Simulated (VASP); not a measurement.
# Ti (Im-3m) in VASP: notebook

Ti is run at these levels: r2SCAN; tasks: electric field gradients.

Everything below comes from runs of VASP 6.6.1. Logs are shortened: lines on timing, memory, paths and dates and some standing lists are left out, and cuts for length are marked.

## Step 1: The cell of the first run

It takes space group Im-3m (No. 229, cubic). Conventional cell: a = 3.186 Å, b = 3.186 Å, c = 3.186 Å, α = 90.00°, β = 90.00°, γ = 90.00°. Within 3.6 Å of Ti (site symmetry m-3m) lie 14 Ti at 2.76 to 3.19 Å.

This isn't the form of Ti at room conditions, which is hcp.

## Step 2: Electric field gradients, r2SCAN (16.17 Å³/atom)

Input file POSCAR:

```
Ti
1.0
   -1.5929110323      1.5929110323      1.5929110323
    1.5929110323     -1.5929110323      1.5929110323
    1.5929110323      1.5929110323     -1.5929110323
Ti
1
Direct
    0.0000000000      0.0000000000      0.0000000000
```

Input file INCAR.step1:

```
SYSTEM = Ti
PREC = Accurate ; ENCUT = 520
ISMEAR = -1 ; SIGMA = 0.05
LREAL = .FALSE. ; LASPH = .TRUE.
NELM = 60 ; NBANDS = 12
GGA = PE ; ALGO = Normal
EDIFF = 1E-4 ; LWAVE = .TRUE.
LCHARG = .FALSE.
```

Input file INCAR.step2:

```
SYSTEM = Ti
PREC = Accurate ; ENCUT = 520
EDIFF = 1E-8 ; ISMEAR = -1
SIGMA = 0.05 ; LREAL = .FALSE.
LASPH = .TRUE. ; NELM = 60
ALGO = Normal ; ISIF = 2
LWAVE = .FALSE. ; LCHARG = .FALSE.
METAGGA = R2SCAN ; LMIXTAU = .TRUE.
LEFG = .TRUE. ; NBANDS = 12
ISTART = 1
```

Input file KPOINTS:

```
regular mesh
0
G
  18 18 18
  0 0 0
```

Potentials or basis: VASP PAW PBE potentials, release 64 (Ti_sv).

On the command line:

```sh
> cat potpaw_PBE.64/Ti_sv/POTCAR > POTCAR
> cp INCAR.step1 INCAR
> mpirun -np 1 vasp_std > vasp.out
> cp INCAR.step2 INCAR
> mpirun -np 1 vasp_std > vasp.out
```

OUTCAR:

```text
SYSTEM = Ti
   PREC = Accurate
   ENCUT = 520
   EDIFF = 1E-8
   ISMEAR = -1
   LREAL = .FALSE.
   LASPH = .TRUE.
   NELM = 60
   ISIF = 2
   METAGGA = R2SCAN
   ISTART = 1

 ion  position               nearest neighbor table
   1  0.000  0.000  0.000-

  LATTYP: Found a body centered cubic cell.
 ALAT       =     3.1858220646

  Lattice vectors:

 A1 = (  -1.5929110323,   1.5929110323,   1.5929110323)
 A2 = (   1.5929110323,  -1.5929110323,   1.5929110323)
 A3 = (   1.5929110323,   1.5929110323,  -1.5929110323)

Analysis of symmetry for initial positions (statically):
=====================================================================
 Subroutine PRICEL returns:
 Original cell was already a primitive cell.

 Routine SETGRP: Setting up the symmetry group for a
 body centered cubic supercell.

 Subroutine GETGRP returns: Found 48 space group operations
 (whereof 48 operations were pure point group operations)
 out of a pool of 48 trial point group operations.

The static configuration has the point symmetry O_h .

Analysis of symmetry for dynamics (positions and initial velocities):
=====================================================================
 Subroutine PRICEL returns:
 Original cell was already a primitive cell.

 Routine SETGRP: Setting up the symmetry group for a
 body centered cubic supercell.

 Subroutine GETGRP returns: Found 48 space group operations
 (whereof 48 operations were pure point group operations)
 out of a pool of 48 trial point group operations.

The dynamic configuration has the point symmetry O_h .

 Subroutine INISYM returns: Found 48 space group operations
 (whereof 48 operations are pure point group operations),
 and found     1 'primitive' translations

----------------------------------------------------------------------------------------

                                     Primitive cell

  volume of cell :      16.1672

  direct lattice vectors                    reciprocal lattice vectors
    -1.592911032  1.592911032  1.592911032     0.000000000  0.313890726  0.313890726
     1.592911032 -1.592911032  1.592911032     0.313890726  0.000000000  0.313890726
     1.592911032  1.592911032 -1.592911032     0.313890726  0.313890726  0.000000000

  length of vectors
     2.759002840  2.759002840  2.759002840     0.443908521  0.443908521  0.443908521

  position of ions in fractional coordinates (direct lattice)
     0.000000000  0.000000000  0.000000000

  ion indices of the primitive-cell ions
   primitive index   ion index
                 1           1

----------------------------------------------------------------------------------------

 KPOINTS: regular mesh

Automatic generation of k-mesh.
 Grid dimensions read from file:
 generate k-points for:   18   18   18

 Generating k-lattice:

  Cartesian coordinates                     Fractional coordinates (reciprocal lattice)
     0.000000000  0.017438374  0.017438374     0.055555556  0.000000000  0.000000000
     0.017438374  0.000000000  0.017438374     0.000000000  0.055555556  0.000000000
     0.017438374  0.017438374  0.000000000     0.000000000  0.000000000  0.055555556

  Length of vectors
     0.024661585  0.024661585  0.024661585

  Shift w.r.t. Gamma in fractional coordinates (k-lattice)
     0.000000000  0.000000000  0.000000000

 Subroutine IBZKPT returns following result:
 ===========================================

 Found    195 irreducible k-points:

 Following reciprocal coordinates:
            Coordinates               Weight
  0.000000  0.000000  0.000000      1.000000
  0.055556  0.000000  0.000000     12.000000
  0.111111  0.000000  0.000000     12.000000
  0.166667  0.000000  0.000000     12.000000
  0.222222  0.000000  0.000000     12.000000
  0.277778  0.000000  0.000000     12.000000
[... 16 lines left out ...]
  0.333333  0.111111 -0.000000     48.000000
  0.388889  0.111111  0.000000     48.000000
 [... further k-points ...]
   k-points           NKPTS =    195   k-points in BZ     NKDIM =    195   number of bands    NBANDS=     12
   number of dos      NEDOS =    301   number of ions     NIONS =      1
   total plane-waves  NPLWV =  13824
   dimension x,y,z NGX =    24 NGY =   24 NGZ =   24
   dimension x,y,z NGXF=    48 NGYF=   48 NGZF=   48
   ions per type =               1
   NGX,Y,Z   is equivalent  to a cutoff of  14.46, 14.46, 14.46 a.u.
   NGXF,Y,Z  is equivalent  to a cutoff of  28.92, 28.92, 28.92 a.u.
 SYSTEM =  Ti
   PREC   = accura    normal or accurate (medium, high low for compatibility)
   ISTART =      1    job   : 0-new  1-cont  2-samecut
   ICHARG =      0    charge: 1-file 2-atom 10-const
   ISPIN  =      1    spin polarized calculation?
   LNONCOLLINEAR =      F non collinear calculations
   LSORBIT =      F    spin-orbit coupling
   LASPH  =      T    aspherical Exc in radial PAW
   ENCUT  =  520.0 eV  38.22 Ry    6.18 a.u.   5.13  5.13  5.13*2*pi/ulx,y,z
   NELM   =     60;   NELMIN=  2; NELMDL=  0     # of ELM steps
   EDIFF  = 0.1E-07   stopping-criterion for ELM
   LREAL  =      F    real-space projection
   EDIFFG = 0.1E-06   stopping-criterion for IOM
   NSW    =      0    number of steps for IOM
   IBRION =     -1    ionic relax: 0-MD 1-quasi-New 2-CG
   NFREE  =      0    steps in history (QN), initial steepest desc. (CG)
   ISIF   =      2    stress and relaxation
   ISYM   =      2    0-nonsym 1-usesym 2-fastsym
   POTIM  = 0.5000    time-step for ionic-motion
   TEBEG  =    0.0;   TEEND  =   0.0 temperature during run
   PSTRESS=    0.0 pullay stress
   NELECT =      12.0000    total number of electrons
   NUPDOWN=      -1.0000    fix difference up-down
   EMIN   =  10.00;   EMAX   =-10.00  energy-range for DOS
   EFERMI =   0.00;   METHOD = LEGACY
   ISMEAR =    -1;   SIGMA  =   0.05  broadening in eV -4-tet -1-fermi 0-gaus
   EFERMI_NEDOS =   21; number of points for ismear=-14 and -15
   IALGO  =     38    algorithm
   IMIX   =      4    mixing-type and parameters
     AMIX     =   0.40;   BMIX     =  1.00
     AMIX_MAG =   1.60;   BMIX_MAG =  1.00
  volume/ion in A,a.u.               =      16.17       109.10
  Fermi-wavevector in a.u.,A,eV,Ry     =   1.482258  2.801061 29.893197  2.197088
  Thomas-Fermi vector in A             =   2.596066
   LORBIT       =      0    0 simple, 1 ext, 2 COOP (PROOUT), +10 PAW based schemes
   METAGGA = R2SCAN    functional components
   LHFCALC =     F    Hartree Fock is set to
   AEXX    =    0.0000 exact exchange contribution
   IVDW    =     0    specifies the selected vdW correction
   LEPSILON=     F    determine dielectric tensor
   LRPA    =     F    only Hartree local field effects (RPA)
 non-spin polarized calculation
  energy-cutoff  :      520.00
  volume of cell :       16.17
 maximum number of plane-waves:       466
 NGX is ok and might be reduce to    24
   NGX = 11   NGY = 11   NGZ = 11

 number of electron      12.0000003 magnetization

 Free energy of the ion-electron system (eV)
  ---------------------------------------------------
  ext. energy  EPLUGINS =         0.00000000
  ---------------------------------------------------
  free energy    TOTEN  =       -12.79558978 eV

  energy without entropy =      -12.77981086  energy(sigma->0) =      -12.78770032

 E-fermi :   8.8959     XC(G=0): -12.7719

 val. band max:        8.8907181751   @ k =  -0.2778   0.3333   0.1111
 cond. band min:       8.9093365188   @ k =  -0.4444   0.4444   0.1111
 fundamental gap:      0.0186183437
 Fermi energy:         8.8958501017

 k-point     1 :       0.0000    0.0000    0.0000
  band No.  band energies     occupation
      1     -49.8595      2.00000
      2     -24.5705      2.00000
      3     -24.5705      2.00000
      4     -24.5704      2.00000
      5       2.4202      2.00000
      6      10.1095      0.00000
      7      10.1095      0.00000
      8      10.1096      0.00000
      9      12.0510      0.00000
     10      12.0510      0.00000
     11      27.5072      0.00000
     12      27.5072      0.00000

 k-point     2 :       0.0556    0.0000    0.0000
  band No.  band energies     occupation
      1     -49.8541      2.00000
      2     -24.5981      2.00000
      3     -24.5786      2.00000
      4     -24.5707      2.00000
      5       2.5378      2.00000
      6      10.0518      0.00000
      7      10.0922      0.00000
      8      10.1962      0.00000
      9      11.9814      0.00000
     10      12.0539      0.00000
     11      27.3606      0.00000
     12      27.5065      0.00000

 k-point     3 :       0.1111    0.0000    0.0000
  band No.  band energies     occupation
      1     -49.8384      2.00000
      2     -24.6774      2.00000
      3     -24.6022      2.00000
      4     -24.5714      2.00000
      5       2.8815      2.00000
      6       9.8894      0.00000
      7      10.0165      0.00000
      8      10.4513      0.00000
      9      11.8251      0.00000
     10      12.0653      0.00000
     11      26.8845      0.00000
     12      27.4151      0.00000
[... 286 lines left out ...]
 k-point    23 :       0.3333    0.1111   -0.0000
  band No.  band energies     occupation
      1     -49.6916      2.00000
      2     -25.3279      2.00000
      3     -24.8330      2.00000
      4     -24.6137      2.00000
      5       6.2183      2.00000
      6       8.6279      1.99063
      7       9.1506      0.01218
      8      11.9055      0.00000
      9      12.5155      0.00000
     10      13.6550      0.00000
     11      20.3462      0.00000
     12      23.5001      0.00000

 k-point    24 :       0.3889    0.1111    0.0000
  band No.  band energies     occupation
      1     -49.6765      2.00000
      2     -25.3894      2.00000
      3     -24.8614      2.00000
      4     -24.6151      2.00000
      5       6.3851      2.00000
      6       8.5330      1.99859
      7       9.4378      0.00004
      8      11.9910      0.00000
      9      12.6065      0.00000
     10      14.1375      0.00000
     11      19.2660      0.00000
     12      23.1096      0.00000

 [... further k-points ...]

------------------------ aborting loop because EDIFF is reached ----------------------------------------

  FORCE on cell =-STRESS in cart. coord.  units (eV):
  Direction    XX          YY          ZZ          XY          YZ          ZX
  --------------------------------------------------------------------------------------
  -------------------------------------------------------------------------------------
  Total        0.8232691      0.8232691      0.8232691      0.0000000     -0.0000000     -0.0000000
  in kB       81.5864098     81.5864098     81.5864098      0.0000000     -0.0000000     -0.0000000
  external PRESSURE =      81.5864098 kB  Pullay stress =       0.0000000 kB

 VOLUME and BASIS-vectors are now :
 -----------------------------------------------------------------------------
  energy-cutoff  :      520.00
  volume of cell :       16.17
      direct lattice vectors                 reciprocal lattice vectors
    -1.592911032  1.592911032  1.592911032     0.000000000  0.313890726  0.313890726
     1.592911032 -1.592911032  1.592911032     0.313890726  0.000000000  0.313890726
     1.592911032  1.592911032 -1.592911032     0.313890726  0.313890726  0.000000000

 POSITION                                       TOTAL-FORCE (eV/Angst)
 -----------------------------------------------------------------------------------
      0.00000      0.00000      0.00000        -0.000000      0.000000     -0.000000
 -----------------------------------------------------------------------------------
    total drift:                               -0.000000      0.000000      0.000000

  FREE ENERGIE OF THE ION-ELECTRON SYSTEM (eV)
  ---------------------------------------------------
  free  energy   TOTEN  =       -12.7955897772 eV

  energy  without entropy=      -12.7798108646  energy(sigma->0) =      -12.78770032

 Electric field gradients (V/A^2)
---------------------------------------------------------------------
 ion       V_xx      V_yy      V_zz      V_xy      V_xz      V_yz
---------------------------------------------------------------------
   1      -0.000    -0.000    -0.000    -0.001    -0.001    -0.001
---------------------------------------------------------------------

 Electric field gradients after diagonalization (V/A^2)
 (convention: |V_zz| > |V_xx| > |V_yy|)
----------------------------------------------------------------------
 ion       V_xx      V_yy      V_zz     asymmetry (V_yy - V_xx)/ V_zz
----------------------------------------------------------------------
   1       0.001     0.001    -0.001       0.000
----------------------------------------------------------------------

           NMR quadrupolar parameters

 Cq : quadrupolar parameter    Cq=e*Q*V_zz/h
 eta: asymmetry parameters     (V_yy - V_xx)/ V_zz
 Q  : nuclear electric quadrupole moment in mb (millibarn)
----------------------------------------------------------------------
 ion       Cq(MHz)       eta       Q (mb)
----------------------------------------------------------------------
   1      -0.000       0.000       1.000
----------------------------------------------------------------------
```

It took 4 min on 1 thread of Intel Xeon 8259CL, shared host; peak memory 0.17 GiB.

What came out:

* Free energy: -12.7956 eV
* Pressure: 8.2 GPa
* Band gap on the k mesh: zero (bands 6 and 7 overlap by 1.89 eV)
* Largest electric field gradient by atom: zero within the noise of the run

Caveat: the cell stands under pressure; the PAW data sets were made with another functional, which shifts forces and pressure a little.

## Step 3: Electric field gradients, r2SCAN (16.85 Å³/atom)

This run uses another cell than the first one, of 16.85 Å³/atom.

Input file POSCAR:

```
Ti
1.0
   -1.6149061139      1.6149061139      1.6149061139
    1.6149061139     -1.6149061139      1.6149061139
    1.6149061139      1.6149061139     -1.6149061139
Ti
1
Direct
    0.0000000000      0.0000000000      0.0000000000
```

Edit INCAR.step1 of step 2 so:

```diff
@@ -4,3 +4,3 @@
 LREAL = .FALSE. ; LASPH = .TRUE.
-NELM = 60 ; NBANDS = 12
+NELM = 100 ; NBANDS = 12
 GGA = PE ; ALGO = Normal
```

Edit INCAR.step2 of step 2 so:

```diff
@@ -4,3 +4,3 @@
 SIGMA = 0.05 ; LREAL = .FALSE.
-LASPH = .TRUE. ; NELM = 60
+LASPH = .TRUE. ; NELM = 100
 ALGO = Normal ; ISIF = 2
```

Input file KPOINTS:

```
Automatic mesh
0
G
  18 18 18
  0 0 0
```

Potentials or basis: VASP PAW PBE potentials, release 64 (Ti_sv).

On the command line:

```sh
> cat potpaw_PBE.64/Ti_sv/POTCAR > POTCAR
> cp INCAR.step1 INCAR
> mpirun -np 1 vasp_std > vasp.out
> cp INCAR.step2 INCAR
> mpirun -np 1 vasp_std > vasp.out
```

OUTCAR:

```text
SYSTEM = Ti
   PREC = Accurate
   ENCUT = 520
   EDIFF = 1E-8
   ISMEAR = -1
   LREAL = .FALSE.
   LASPH = .TRUE.
   NELM = 100
   ISIF = 2
   METAGGA = R2SCAN
   ISTART = 1

 ion  position               nearest neighbor table
   1  0.000  0.000  0.000-

  LATTYP: Found a body centered cubic cell.
 ALAT       =     3.2298122278

  Lattice vectors:

 A1 = (  -1.6149061139,   1.6149061139,   1.6149061139)
 A2 = (   1.6149061139,  -1.6149061139,   1.6149061139)
 A3 = (   1.6149061139,   1.6149061139,  -1.6149061139)

[... 564 lines left out ...]
    total drift:                                0.000000      0.000000     -0.000000

  FREE ENERGIE OF THE ION-ELECTRON SYSTEM (eV)
  ---------------------------------------------------
  free  energy   TOTEN  =       -12.8190378102 eV

  energy  without entropy=      -12.8023206502  energy(sigma->0) =      -12.81067923

 Electric field gradients (V/A^2)
---------------------------------------------------------------------
 ion       V_xx      V_yy      V_zz      V_xy      V_xz      V_yz
---------------------------------------------------------------------
   1       0.000     0.000     0.000    -0.000    -0.000    -0.000
---------------------------------------------------------------------

 Electric field gradients after diagonalization (V/A^2)
 (convention: |V_zz| > |V_xx| > |V_yy|)
----------------------------------------------------------------------
 ion       V_xx      V_yy      V_zz     asymmetry (V_yy - V_xx)/ V_zz
----------------------------------------------------------------------
   1       0.000     0.000    -0.000       0.000
----------------------------------------------------------------------

           NMR quadrupolar parameters

 Cq : quadrupolar parameter    Cq=e*Q*V_zz/h
 eta: asymmetry parameters     (V_yy - V_xx)/ V_zz
 Q  : nuclear electric quadrupole moment in mb (millibarn)
----------------------------------------------------------------------
 ion       Cq(MHz)       eta       Q (mb)
----------------------------------------------------------------------
   1      -0.000       0.000       1.000
----------------------------------------------------------------------
```

OUTCAR.step1:

```text
SYSTEM = Ti
   PREC = Accurate
   ENCUT = 520
   ISMEAR = -1
   LREAL = .FALSE.
   LASPH = .TRUE.
[... 577 lines left out ...]
 -----------------------------------------------------------------------------------
      0.00000      0.00000      0.00000        -0.000000      0.000000      0.000000
 -----------------------------------------------------------------------------------
    total drift:                               -0.000000      0.000000      0.000000

  FREE ENERGIE OF THE ION-ELECTRON SYSTEM (eV)
  ---------------------------------------------------
  free  energy   TOTEN  =        -7.7314021431 eV

  energy  without entropy=       -7.7131282679  energy(sigma->0) =       -7.72226521
```

OSZICAR.step1:

```text
N       E                     dE             d eps       ncg     rms          rms(c)
DAV:   1     0.885220308210E+02    0.88522E+02   -0.65716E+03  4692   0.121E+03
DAV:   2    -0.427067501500E+01   -0.92793E+02   -0.90311E+02  4776   0.301E+02
DAV:   3    -0.862370678414E+01   -0.43530E+01   -0.43031E+01  6460   0.660E+01
DAV:   4    -0.870889530225E+01   -0.85189E-01   -0.85088E-01  5320   0.805E+00
DAV:   5    -0.871082337834E+01   -0.19281E-02   -0.19280E-02  5428   0.106E+00    0.850E+00
DAV:   6    -0.772322575075E+01    0.98760E+00   -0.22913E+00  5088   0.217E+01    0.220E+00
DAV:   7    -0.772012740790E+01    0.30983E-02   -0.75026E-02  5560   0.302E+00    0.128E+00
DAV:   8    -0.773089355407E+01   -0.10766E-01   -0.36818E-02  4904   0.218E+00    0.988E-02
DAV:   9    -0.773134481593E+01   -0.45126E-03   -0.29063E-03  5676   0.495E-01    0.837E-02
DAV:  10    -0.773140214307E+01   -0.57327E-04   -0.22809E-04  4912   0.168E-01
   1 F= -.77314021E+01 E0= -.77222652E+01  d E =-.182739E-01
```

It took 4.8 min on 1 thread of Intel Xeon 8259CL, shared host; peak memory 0.17 GiB.

What came out:

```yaml
Free_energy: -12.8190 eV
Pressure: 2.8 GPa
Band_gap_on_the_k_mesh: zero (bands 6 and 7 overlap by 1.86 eV)
Largest_electric_field_gradient_by_atom: zero within the noise of the run
```

Levels at points of the mesh, in eV from the Fermi level:
| k point | band 2 | band 3 | band 4 | band 5 | band 6 | band 7 | band 8 | band 9 | band 10 | band 11 |
| --- | --- | --- | --- | --- | --- | --- | --- | --- | --- | --- |
| (0.00, 0.00, 0.00) | -33.61 | -33.61 | -33.61 | -6.40 | 1.17 | 1.17 | 1.17 | 3.02 | 3.02 | 18.31 |
| (0.50, 0.00, 0.00) | -34.38 | -33.85 | -33.62 | -2.66 | -0.36 | 1.06 | 3.04 | 3.40 | 4.66 | 9.52 |
| (0.50, 0.50, 0.50) | -34.13 | -34.13 | -34.13 | -2.38 | -2.38 | 4.28 | 4.28 | 4.28 | 9.02 | 9.02 |

Caveat: the PAW data sets were made with another functional, which shifts forces and pressure a little.
